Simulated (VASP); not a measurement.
A run of VASP 6.6.1 is set up as follows.

INCAR

```
ALGO     = Normal         # electronic algorithm
EDIFF    = 1E-7           # SCF threshold, eV
ENCUT    = 520            # plane-wave cutoff, eV
GGA      = PS             # functional
ISIF     = 2              # what is computed and relaxed
ISMEAR   = 0              # smearing method
LASPH    = True           # aspherical terms in the spheres
LCHARG   = True           # write CHGCAR
LELF     = True           # ELF
LREAL    = False          # projectors in reciprocal space
LVHAR    = True         
LWAVE    = False          # write WAVECAR
NBANDS   = 26             # bands
NELM     = 60             # most SCF steps
PREC     = Accurate       # precision mode
SIGMA    = 0.02           # smearing width, eV
```

KPOINTS

```
k-points
0
Gamma
  9 9 6
```

Contents of POSCAR:

```
ZnO
1.0
    3.2309318303      0.0000000000      0.0000000000
   -1.6154659151      2.7980690429      0.0000000000
    0.0000000000      0.0000000000      5.2153681419
Zn O
2 2
Direct
    0.3333333333      0.6666666667      0.0015754469
    0.6666666667      0.3333333333      0.5015754469
    0.3333333333      0.6666666667      0.3805245531
    0.6666666667      0.3333333333      0.8805245531
```

Potentials or basis: VASP PAW PBE potentials, release 64 (Zn, O).

The run is started by

```bash
$ cat potpaw_PBE.64/Zn/POTCAR potpaw_PBE.64/O/POTCAR > POTCAR
$ mpirun -np 1 vasp_std > vasp.out
```

(1) Predict the pressure.

(2) Predict the band gap on the k mesh.

Answers

(1) 0.9 GPa.

(2) 0.69 eV, direct.

Caveat: the PAW data sets were made with another functional, which shifts forces and pressure a little.

**The experiment to reproduce.**

From “Electronic structure of alkaline earth and post-transition metal oxides”, 2009, arxiv:0908.1581, for a bulk crystal of ZnO: band gap 3.37 eV.

Against the measured gap of ZnO, 3.37 eV (quoted in “Electronic structure of alkaline earth and post-transition metal oxides”, 2009, arxiv:0908.1581), the calculated 0.69 eV is off by -2.68 eV. So large a miss can be the level of theory's own, or it may mean another phase, state or a wrong row. The value is that of PBEsol, without temperature or zero-point motion. Semilocal functionals fall short of measured gaps as a rule.
